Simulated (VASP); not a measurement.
Set up this calculation in VASP 6.6.1, as the native input.

```yaml
Task: single point
Functional: PBE
Potentials_or_basis: VASP PAW PBE potentials, release 64 (Al, N)
Cutoff: 520 eV
k_mesh: 10 × 10 × 10
Occupations: fermi-dirac, width 0.02 eV
Spin: no spin polarisation
Dipole_correction: no
Further_INCAR_settings: ALGO = Normal; EDIFF = 1e-06; NBANDS = 11
```

The structure of AlN lies in POSCAR:

```
AlN
1.0
    0.0000000000      2.1193301204      2.1193301204
    2.1193301204      0.0000000000      2.1193301204
    2.1193301204      2.1193301204      0.0000000000
Al N
1 1
Direct
    0.0000000000      0.0000000000      0.0000000000
    0.2500000000      0.2500000000      0.2500000000
```

This cell differs from its parent crystal: strain -3.0%.

The input as run:

INCAR

```
ALGO = Normal
EDIFF = 1E-6
ENCUT = 520
GGA = PE
ISIF = 2
ISMEAR = -1
LASPH = T
LCHARG = T
LELF = T
LREAL = F
LVHAR = T
LWAVE = F
NBANDS = 11
NELM = 60
PREC = Accurate
SIGMA = 0.02
```

KPOINTS

```
k-points
0
Gamma
  10 10 10
```

Potentials or basis: VASP PAW PBE potentials, release 64 (Al, N).

Launch:

```console
$ cat potpaw_PBE.64/Al/POTCAR potpaw_PBE.64/N/POTCAR > POTCAR
$ mpirun -np 1 vasp_std > vasp.out
```

Results of the run:

```yaml
Pressure: 27.3 GPa
Band_gap_on_the_k_mesh: 3.36 eV, indirect (least direct gap 5.02 eV)
```

Caveat: the cell differs from its parent crystal (strain -3.0%).

It took 8.1 s on 1 thread of Intel Xeon 6975P-C, with other jobs on the host, peak memory 0.13 GiB.
